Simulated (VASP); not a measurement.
Input of a VASP 6.6.1 run:

The input INCAR:

```
  PREC = Accurate
  ENCUT = 500
  EDIFF = 1E-8
  ISMEAR = 0
  SIGMA = 0.01
  LREAL = False
  LASPH = True
  NELM = 120
  ALGO = Normal
  ISIF = 2
  LWAVE = False
  LCHARG = True
  GGA = PS
  NBANDS = 15
  IBRION = 8
  NSW = 1
  GGA_COMPAT = False
```

The input KPOINTS:

```
regular mesh
0
Gamma
  6 6 6
```

The input POSCAR:

```
CsI
1.0
    4.5031917572      0.0000000000      0.0000000000
    0.0000000000      4.5031917572      0.0000000000
    0.0000000000      0.0000000000      4.5031917572
Cs I
1 1
Direct
    0.0000000000      0.0000000000      0.0000000000
    0.5000000000      0.5000000000      0.5000000000
```

Potentials or basis: VASP PAW PBE potentials, release 64 (Cs_sv, I).

Launch:

```sh
$ cat potpaw_PBE.64/Cs_sv/POTCAR potpaw_PBE.64/I/POTCAR > POTCAR
$ mpirun -np 1 vasp_std > vasp.out
```

Task: Predict the highest phonon frequency at Γ, LO-TO splitting left out.

Result: 59 cm⁻¹.

Phonon frequencies in cm⁻¹ (negative: imaginary):
```csv
q point,frequencies
"(0.000, 0.000, 0.000)",0 0 0 59 59 59
```
